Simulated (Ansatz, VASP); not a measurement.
Au in VASP and in Ansatz

Contents of INCAR:

```
ALGO     = Normal         # electronic algorithm
EDIFF    = 1E-6           # SCF threshold, eV
ENCUT    = 520            # plane-wave cutoff, eV
GGA      = PS             # functional
ISIF     = 2              # what is computed and relaxed
ISMEAR   = -1             # smearing method
LASPH    = True           # aspherical terms in the spheres
LCHARG   = False          # write CHGCAR
LREAL    = False          # projectors in reciprocal space
LWAVE    = False          # write WAVECAR
NBANDS   = 18             # bands
NELM     = 80             # most SCF steps
PREC     = Accurate       # precision mode
SIGMA    = 0.03           # smearing width, eV
```

Contents of KPOINTS:

```
k-points
0
Gamma
  14 14 8
```

The input POSCAR:

```
Au
1.0
    2.9579983786      0.0000000000      0.0000000000
   -1.4789991893      2.5617017403      0.0000000000
    0.0000000000      0.0000000000      4.8800000000
Au
2
Direct
    0.3333333333      0.6666666667      0.7500000000
    0.6666666667      0.3333333333      0.2500000000
```

Input for Ansatz:

```yaml
crystal:
  lattice:
    - [2.9579983786, 0.0, 0.0]
    - [-1.4789991893, 2.5617017403, 0.0]
    - [0.0, 0.0, 4.88]
  atoms:
    - { symbol: Au, position: [0.3333333333, 0.6666666667, 0.75] }
    - { symbol: Au, position: [0.6666666667, 0.3333333333, 0.25] }
kpoints:
  mp_grid: { grid: [14, 14, 8] }
  band_path:
    path:
      - [0.0, 0.0, 0.0]
      - [0.5, 0.0, 0.0]
      - [0.3333333333, 0.3333333333, 0.0]
      - [0.0, 0.0, 0.0]
      - [0.0, 0.0, 0.5]
      - [0.5, 0.0, 0.5]
      - [0.3333333333, 0.3333333333, 0.5]
      - [0.0, 0.0, 0.5]
      - [0.5, 0.0, 0.5]
    npoints: 5
scf:
  occupations: { method: fermi_dirac, width: 0.03 }
hamiltonian:
  xc: pbesol
  pseudopotentials: { kind: all_electron, lapw: { basis_error: 0.0005 } }
output:
  forces: true
  stress: true
  eigenvalues: true
```

Change from the starting cell: equal xx and yy strain of +2 %.

Alike in both runs: task single point; functional PBEsol; k mesh 14 × 14 × 8; occupations fermi-dirac, width 0.03 eV; no spin polarisation.

```csv
,VASP,Ansatz
version,VASP 6.6.1,Ansatz 0.2.0
potentials or method,"VASP PAW PBE potentials, release 64 (Au), cutoff 520 eV","all-electron LAPW, scalar-relativistic"
```

```csv
,VASP,Ansatz,Ansatz less VASP
pressure (GPa),-11.2,-11.0,+0.18
"traceless stress, the component that is largest in VASP (GPa)",0.38,0.43,+0.042
```

VASP's potentials were made for PBE, not for PBEsol. Ansatz ran all-electron here, and VASP with PAW potentials.

Neither program's run includes spin-orbit coupling.
